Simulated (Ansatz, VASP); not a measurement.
HfSiO4 in VASP and in Ansatz

File INCAR:

```
SYSTEM = HfSiO4
  PREC = Accurate
  ENCUT = 520
  EDIFF = 1E-7
  ISMEAR = -1
  SIGMA = 0.02
  LREAL = .FALSE.
  LASPH = .TRUE.
  NELM = 60
  ALGO = Normal
  ISIF = 2
  LWAVE = .FALSE.
  LCHARG = .FALSE.
  GGA = PE
  NBANDS = 50
```

Contents of KPOINTS:

```
Automatic mesh
0
G
  6 6 6
  0 0 0
```

Contents of POSCAR:

```
HfSiO4
1.0
   -3.2908231527      3.2908231527      2.8961958772
    3.2908231527     -3.2908231527      2.8961958772
    3.2908231527      3.2908231527     -2.8961958772
Hf Si O
2 2 8
Direct
    0.0000000000      0.0000000000      0.0000000000
    0.7500000000      0.2500000000      0.5000000000
    0.2500000000      0.7500000000      0.5000000000
    0.5000000000      0.5000000000      0.0000000000
    0.1342508647      0.3196299090      0.8146209556
    0.0696299090      0.7550089534      0.6853790444
    0.0696299090      0.3842508647      0.3146209556
    0.5050089534      0.3196299090      0.1853790444
    0.6803700910      0.4949910466      0.8146209556
    0.6157491353      0.9303700910      0.6853790444
    0.2449910466      0.9303700910      0.3146209556
    0.6803700910      0.8657491353      0.1853790444
```

Input for Ansatz:

```yaml
crystal:
  lattice:
    - [-3.2908231527, 3.2908231527, 2.8961958772]
    - [3.2908231527, -3.2908231527, 2.8961958772]
    - [3.2908231527, 3.2908231527, -2.8961958772]
  atoms:
    - { symbol: Hf, position: [0.0, 0.0, 0.0] }
    - { symbol: Hf, position: [0.75, 0.25, 0.5] }
    - { symbol: Si, position: [0.25, 0.75, 0.5] }
    - { symbol: Si, position: [0.5, 0.5, 0.0] }
    - { symbol: O, position: [0.1342508647, 0.319629909, 0.8146209556] }
    - { symbol: O, position: [0.069629909, 0.7550089534, 0.6853790444] }
    - { symbol: O, position: [0.069629909, 0.3842508647, 0.3146209556] }
    - { symbol: O, position: [0.5050089534, 0.319629909, 0.1853790444] }
    - { symbol: O, position: [0.680370091, 0.4949910466, 0.8146209556] }
    - { symbol: O, position: [0.6157491353, 0.930370091, 0.6853790444] }
    - { symbol: O, position: [0.2449910466, 0.930370091, 0.3146209556] }
    - { symbol: O, position: [0.680370091, 0.8657491353, 0.1853790444] }
kpoints:
  mp_grid: { grid: [6, 6, 6] }
  band_path:
    path:
      - [0.0, 0.0, 0.0]
      - [0.0, 0.0, 0.5]
      - [-0.5, 0.5, 0.5]
      - [0.4557990254, 0.4557990254, -0.4557990254]
      - [-0.4557990254, 0.5442009746, 0.4557990254]
      - [0.25, 0.25, 0.25]
      - [0.0, 0.5, 0.0]
      - [0.1666666667, 0.1666666667, 0.1666666667]
      - [0.104167, 0.104167, -0.104167]
      - [0.197917, 0.354167, 0.223958]
    npoints: 1
hamiltonian:
  xc: pbe
scf:
  occupations: { method: fermi_dirac, width: 0.02 }
  n_extra_bands: 7
output:
  forces: true
  stress: true
  eigenvalues: true
  write_density: true
  write_potential: true
  elf: true
  volumetric_format: npy
```

Change from the starting cell: uniaxial_z strain -3.0%.

Alike in both runs: task single point; functional PBE; k mesh 6 × 6 × 6; occupations fermi-dirac, width 0.02 eV; no spin polarisation.

```csv
,VASP,Ansatz
version,VASP 6.6.1,Ansatz 0.2.0
potentials or method,"VASP PAW PBE potentials, release 64 (Hf_pv, Si, O)","plane waves, PAW"
plane-wave cutoff (eV),520,420
valence electrons in the cell,76,108
```

VASP gave:

| Item | Value |
| --- | --- |
| gap on the k mesh at the Fermi level (eV) | 5.53 |
| pressure (GPa) | 13.4 |
| traceless stress, the component that is largest in VASP (GPa) | 8.03 |
| rms of the force components (eV/Å) | 0.236 |

**Question.** Estimate Ansatz's values.

**Answer.** gap on the k mesh at the Fermi level (eV): 5.59; pressure (GPa): 15.2; traceless stress, the component that is largest in VASP (GPa): 7.79; rms of the force components (eV/Å): 0.142.

Atom by atom the forces differ by 0.095 eV/Å (rms over components). With one functional, cell and mesh, what is left measures potentials, basis and numerics. VASP's potentials hold 76 valence electrons a cell and Ansatz's 108, so a difference there can come from the potentials and not from the codes.

Neither program's run includes spin-orbit coupling.
